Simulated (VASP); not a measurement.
# CuSbS3 (P1) in VASP: single point with PBEsol

Aim: the single point of CuSbS3 with PBEsol.

Everything below comes from runs of VASP 6.6.1. Logs are shortened: lines on timing, memory, paths and dates and some standing lists are left out, and cuts for length are marked.

### 1 The cell of the first run

The typed cell holds 10 atoms: a = 4.203 Å, b = 4.983 Å, c = 10.631 Å, α = 86.08°, β = 67.13°, γ = 95.61°.

### 2 Single point, PBEsol

File INCAR:

```
PREC     = Accurate       # precision mode
ENCUT    = 820            # plane-wave cutoff, eV
EDIFF    = 1E-6           # SCF threshold, eV
ISMEAR   = -1             # smearing method
SIGMA    = 0.05           # smearing width, eV
LREAL    = False          # projectors in reciprocal space
LASPH    = True           # aspherical terms in the spheres
NELM     = 120            # most SCF steps
ALGO     = Normal         # electronic algorithm
ISIF     = 2              # what is computed and relaxed
LWAVE    = False          # write WAVECAR
LCHARG   = False          # write CHGCAR
GGA      = PS             # functional
NBANDS   = 63             # bands
GGA_COMPAT= False
```

File KPOINTS:

```
regular mesh
0
Gamma
  4 4 2
```

File POSCAR:

```
CuSbS3
1.0
    4.0886884812     -0.2574412750      0.9381532770
   -0.2325499364      4.9734273291      0.1950845492
    1.8739759399      0.4063985304     10.4569928765
Cu Sb S
2 2 6
Direct
   -0.0411071203     -0.2910287298     -0.0719880273
   -0.4653658903      0.0024729044      0.4951244453
    0.2117257254      0.6644904992      0.2509338590
    0.8703848848      0.4599713391      0.6589437143
   -0.1283570690      0.8799362461      0.1246092035
    0.1382196554      0.0659342235      0.3884486301
    0.5027260370      0.3550504856      0.0178756892
    0.2939010259      0.3712558448      0.8760012295
    1.0445925249     -0.0890378571      0.7201171445
    0.5717542205      0.5215724213      0.4919448965
```

Potentials or basis: VASP PAW PBE potentials, release 64 (Cu_sv_GW, Sb_d_GW, S).

Command:

```sh
> cat potpaw_PBE.64/Cu_sv_GW/POTCAR potpaw_PBE.64/Sb_d_GW/POTCAR potpaw_PBE.64/S/POTCAR > POTCAR
> mpirun -np 1 vasp_std > vasp.out
```

OUTCAR:

```text
PREC = Accurate
   ENCUT = 820
   EDIFF = 1E-6
   ISMEAR = -1
   LREAL = False
   LASPH = True
   NELM = 120
   ISIF = 2
   GGA = PS

 ion  position               nearest neighbor table
   1  0.959  0.709  0.928-   5 2.22   9 2.24   8 2.26   7 2.32
   2  0.535  0.002  0.495-   6 2.32   6 2.38  10 2.42   9 2.45  10 2.57
   3  0.212  0.664  0.251-   6 2.53   5 2.57   5 2.64  10 2.89   7 2.92
   4  0.870  0.460  0.659-   9 2.50  10 2.56   8 2.59  10 2.76   9 2.99
   5  0.872  0.880  0.125-   1 2.22   3 2.57   3 2.64
   6  0.138  0.066  0.388-   2 2.32   2 2.38   3 2.53
   7  0.503  0.355  0.018-   8 2.02   1 2.32   3 2.92
   8  0.294  0.371  0.876-   7 2.02   1 2.26   4 2.59
   9  0.045  0.911  0.720-   1 2.24   2 2.45   4 2.50   4 2.99
  10  0.572  0.522  0.492-   2 2.42   4 2.56   2 2.57   4 2.76   3 2.89

  LATTYP: Found a triclinic cell.
 ALAT       =     4.9826816928
 B/A-ratio  =     1.9659309822
 C/A-ratio  =     0.8434875808
 COS(alpha) =     0.0071907713
 COS(beta)  =     0.0978050159
 COS(gamma) =     0.1162416516

  Lattice vectors:

 A1 = (   0.2325499364,  -4.9734273291,  -0.1950845492)
 A2 = (   2.2147125413,  -0.6638398054,  -9.5188395995)
 A3 = (   4.0886884812,  -0.2574412750,   0.9381532770)

Analysis of symmetry for initial positions (statically):
=====================================================================
 Subroutine PRICEL returns:
 Original cell was already a primitive cell.

 Routine SETGRP: Setting up the symmetry group for a
 triclinic supercell.

 Subroutine GETGRP returns: Found  1 space group operations
 (whereof  1 operations were pure point group operations)
 out of a pool of  2 trial point group operations.

The static configuration has the point symmetry C_1 .

Analysis of symmetry for dynamics (positions and initial velocities):
=====================================================================
 Subroutine PRICEL returns:
 Original cell was already a primitive cell.

 Routine SETGRP: Setting up the symmetry group for a
 triclinic supercell.

 Subroutine GETGRP returns: Found  1 space group operations
 (whereof  1 operations were pure point group operations)
 out of a pool of  2 trial point group operations.

The dynamic configuration has the point symmetry C_1 .

 Subroutine INISYM returns: Found  1 space group operations
 (whereof  1 operations are pure point group operations),
 and found     1 'primitive' translations

----------------------------------------------------------------------------------------

                                     Primitive cell

  volume of cell :     202.7642

  direct lattice vectors                    reciprocal lattice vectors
     4.088688481 -0.257441275  0.938153277     0.256099556  0.013796110 -0.046431238
    -0.232549936  4.973427329  0.195084549     0.015157144  0.202192089 -0.010574234
     1.873975940  0.406398530 10.456992876    -0.023258844 -0.005009798  0.099992656

  length of vectors
     4.202830127  4.982681693 10.631352012     0.260639934  0.203034959  0.102784255

  position of ions in fractional coordinates (direct lattice)
     0.958892880  0.708971270  0.928011973
     0.534634110  0.002472904  0.495124445
     0.211725725  0.664490499  0.250933859
     0.870384885  0.459971339  0.658943714
     0.871642931  0.879936246  0.124609204
     0.138219655  0.065934224  0.388448630
     0.502726037  0.355050486  0.017875689
     0.293901026  0.371255845  0.876001229
     0.044592525  0.910962143  0.720117145
     0.571754220  0.521572421  0.491944897

  ion indices of the primitive-cell ions
   primitive index   ion index
                 1           1
                 2           2
                 3           3
                 4           4
                 5           5
                 6           6
                 7           7
                 8           8
                 9           9
                10          10

----------------------------------------------------------------------------------------

 KPOINTS: regular mesh

Automatic generation of k-mesh.
 Grid dimensions read from file:
 generate k-points for:    4    4    2

 Generating k-lattice:

  Cartesian coordinates                     Fractional coordinates (reciprocal lattice)
     0.064024889  0.003449028 -0.011607810     0.250000000  0.000000000  0.000000000
     0.003789286  0.050548022 -0.002643559     0.000000000  0.250000000  0.000000000
    -0.011629422 -0.002504899  0.049996328     0.000000000  0.000000000  0.500000000

  Length of vectors
     0.065159984  0.050758740  0.051392127

  Shift w.r.t. Gamma in fractional coordinates (k-lattice)
     0.000000000  0.000000000  0.000000000

 Subroutine IBZKPT returns following result:
 ===========================================

 Found     20 irreducible k-points:

 Following reciprocal coordinates:
            Coordinates               Weight
  0.000000  0.000000  0.000000      1.000000
  0.250000 -0.000000  0.000000      2.000000
  0.500000 -0.000000  0.000000      1.000000
  0.000000  0.250000  0.000000      2.000000
  0.250000  0.250000  0.000000      2.000000
  0.500000  0.250000  0.000000      2.000000
[... 12 lines left out ...]
  0.250000  0.500000  0.500000      2.000000
  0.500000  0.500000  0.500000      1.000000
   k-points           NKPTS =     20   k-points in BZ     NKDIM =     20   number of bands    NBANDS=     63
   number of dos      NEDOS =    301   number of ions     NIONS =     10
   total plane-waves  NPLWV = 192000
   dimension x,y,z NGX =    40 NGY =   48 NGZ =  100
   dimension x,y,z NGXF=    80 NGYF=   96 NGZF=  200
   ions per type =               2   2   6
   NGX,Y,Z   is equivalent  to a cutoff of  15.82, 16.02, 15.64 a.u.
   NGXF,Y,Z  is equivalent  to a cutoff of  31.64, 32.03, 31.27 a.u.
 SYSTEM =  unknown system
   PREC   = accura    normal or accurate (medium, high low for compatibility)
   ISTART =      0    job   : 0-new  1-cont  2-samecut
   ICHARG =      2    charge: 1-file 2-atom 10-const
   ISPIN  =      1    spin polarized calculation?
   LNONCOLLINEAR =      F non collinear calculations
   LSORBIT =      F    spin-orbit coupling
   LASPH  =      T    aspherical Exc in radial PAW
   ENCUT  =  820.0 eV  60.27 Ry    7.76 a.u.   9.81 11.63 24.82*2*pi/ulx,y,z
   NELM   =    120;   NELMIN=  2; NELMDL= -5     # of ELM steps
   EDIFF  = 0.1E-05   stopping-criterion for ELM
   LREAL  =      F    real-space projection
   EDIFFG = 0.1E-04   stopping-criterion for IOM
   NSW    =      0    number of steps for IOM
   IBRION =     -1    ionic relax: 0-MD 1-quasi-New 2-CG
   NFREE  =      0    steps in history (QN), initial steepest desc. (CG)
   ISIF   =      2    stress and relaxation
   ISYM   =      2    0-nonsym 1-usesym 2-fastsym
   POTIM  = 0.5000    time-step for ionic-motion
   TEBEG  =    0.0;   TEEND  =   0.0 temperature during run
   PSTRESS=    0.0 pullay stress
   NELECT =     104.0000    total number of electrons
   NUPDOWN=      -1.0000    fix difference up-down
   EMIN   =  10.00;   EMAX   =-10.00  energy-range for DOS
   EFERMI =   0.00;   METHOD = LEGACY
   ISMEAR =    -1;   SIGMA  =   0.05  broadening in eV -4-tet -1-fermi 0-gaus
   EFERMI_NEDOS =   21; number of points for ismear=-14 and -15
   IALGO  =     38    algorithm
   IMIX   =      4    mixing-type and parameters
     AMIX     =   0.40;   BMIX     =  1.00
     AMIX_MAG =   1.60;   BMIX_MAG =  1.00
  volume/ion in A,a.u.               =      20.28       136.83
  Fermi-wavevector in a.u.,A,eV,Ry     =   1.310455  2.476401 23.365191  1.717293
  Thomas-Fermi vector in A             =   2.440984
   LORBIT       =      0    0 simple, 1 ext, 2 COOP (PROOUT), +10 PAW based schemes
   GGA     = PS    functional components
   LHFCALC =     F    Hartree Fock is set to
   AEXX    =    0.0000 exact exchange contribution
   IVDW    =     0    specifies the selected vdW correction
   LEPSILON=     F    determine dielectric tensor
   LRPA    =     F    only Hartree local field effects (RPA)
 non-spin polarized calculation
  energy-cutoff  :      820.00
  volume of cell :      202.76
 maximum number of plane-waves:     10832
   NGX = 19   NGY = 23   NGZ = 49

 number of electron     104.0000008 magnetization

 Free energy of the ion-electron system (eV)
  ---------------------------------------------------
  ext. energy  EPLUGINS =         0.00000000
  ---------------------------------------------------
  free energy    TOTEN  =       -44.94683250 eV

  energy without entropy =      -44.90502574  energy(sigma->0) =      -44.92592912

 E-fermi :   5.1385     XC(G=0): -10.3166

 val. band max:        5.1384372065   @ k =   0.5000  -0.0000   0.0000
 cond. band min:       5.1739841211   @ k =   0.5000   0.5000   0.5000
 fundamental gap:      0.0355469145
 Fermi energy:         5.1385291430

 k-point     1 :       0.0000    0.0000    0.0000
  band No.  band energies     occupation
      1    -106.9702      2.00000
      2    -106.7317      2.00000
      3     -64.5512      2.00000
      4     -64.5178      2.00000
      5     -64.4417      2.00000
      6     -64.4017      2.00000
[... 55 lines left out ...]
     62      10.0357      0.00000
     63      10.9152      0.00000

 k-point     2 :       0.2500   -0.0000    0.0000
  band No.  band energies     occupation
      1    -106.9702      2.00000
      2    -106.7317      2.00000
      3     -64.5512      2.00000
      4     -64.5178      2.00000
      5     -64.4417      2.00000
      6     -64.4017      2.00000
[... 55 lines left out ...]
     62       9.7698      0.00000
     63      10.9783      0.00000

 k-point     3 :       0.5000   -0.0000    0.0000
  band No.  band energies     occupation
      1    -106.9701      2.00000
      2    -106.7317      2.00000
      3     -64.5512      2.00000
      4     -64.5178      2.00000
      5     -64.4417      2.00000
      6     -64.4017      2.00000
[... 1111 lines left out ...]
     62      10.4014      0.00000
     63      10.8742      0.00000

 k-point    20 :       0.5000    0.5000    0.5000
  band No.  band energies     occupation
      1    -106.9701      2.00000
      2    -106.7317      2.00000
      3     -64.5511      2.00000
      4     -64.5178      2.00000
      5     -64.4417      2.00000
      6     -64.4017      2.00000
[... 55 lines left out ...]
     62      10.6666      0.00000
     63      11.2023      0.00000

------------------------ aborting loop because EDIFF is reached ----------------------------------------

  FORCE on cell =-STRESS in cart. coord.  units (eV):
  Direction    XX          YY          ZZ          XY          YZ          ZX
  --------------------------------------------------------------------------------------
  -------------------------------------------------------------------------------------
  Total       -0.2392613     -0.1438568     -0.3371956      0.0124469     -0.0169250     -0.1125210
  in kB       -1.8905659     -1.1367099     -2.6644116      0.0983512     -0.1337358     -0.8891047
  external PRESSURE =      -1.8972291 kB  Pullay stress =       0.0000000 kB

 VOLUME and BASIS-vectors are now :
 -----------------------------------------------------------------------------
  energy-cutoff  :      820.00
  volume of cell :      202.76
      direct lattice vectors                 reciprocal lattice vectors
     4.088688481 -0.257441275  0.938153277     0.256099556  0.013796110 -0.046431238
    -0.232549936  4.973427329  0.195084549     0.015157144  0.202192089 -0.010574234
     1.873975940  0.406398530 10.456992876    -0.023258844 -0.005009798  0.099992656

 POSITION                                       TOTAL-FORCE (eV/Angst)
 -----------------------------------------------------------------------------------
      5.49482      3.65630     10.74211        -0.004670      0.006087      0.003011
      3.11323      0.07588      5.67956         0.003816     -0.007545      0.002623
      1.18140      3.35227      2.95228         0.001178      0.008865     -0.007298
      4.68661      2.33135      7.79686        -0.001215      0.011780      0.005711
      3.59276      4.20254      2.29243         0.002731     -0.006567     -0.002092
      1.27775      0.45020      4.20454         0.003809      0.001056     -0.000083
      2.00642      1.64366      0.72782        -0.060674      0.003923     -0.087689
      2.75694      2.12676      9.50849         0.064819     -0.006337      0.087745
      1.31996      4.81178      7.74981        -0.008833     -0.011988      0.000867
      3.13833      2.64674      5.78241        -0.000962      0.000726     -0.002795
 -----------------------------------------------------------------------------------
    total drift:                                0.002921     -0.004357      0.002928

  FREE ENERGIE OF THE ION-ELECTRON SYSTEM (eV)
  ---------------------------------------------------
  free  energy   TOTEN  =       -44.9468325025 eV

  energy  without entropy=      -44.9050257446  energy(sigma->0) =      -44.92592912
```

Run time: 12 min. Hardware: 1 thread of Intel Xeon 6975P-C (Granite Rapids), shared host; peak memory 0.8 GiB.

What came out:

```
Free energy            : -44.9468 eV
Pressure               : -0.2 GPa
Largest force          : 0.109 eV/Å
Band gap on the k mesh : zero (bands 52 and 53 overlap by 0.82 eV)
```

Forces on the atoms (eV/Å):
```
Cu  -0.005  0.006  0.003
Cu   0.004 -0.008  0.003
Sb   0.001  0.009 -0.007
Sb  -0.001  0.012  0.006
S    0.003 -0.007 -0.002
S    0.004  0.001  0.000
S   -0.061  0.004 -0.088
S    0.065 -0.006  0.088
S   -0.009 -0.012  0.001
S   -0.001  0.001 -0.003
```

Caveat: the k points lie up to 0.41 Å⁻¹ apart, too coarse for converged energies and pressures of a metal; the PAW data sets were made with another functional, which shifts forces and pressure a little; spin-orbit coupling is left out, which moves the levels of the heavy elements. With open d or f shells a metallic result of PBEsol can be an artefact of self-interaction; +U or a hybrid may open a gap.

The gap in the log of VASP goes by the Fermi energy; the results here count the filled bands.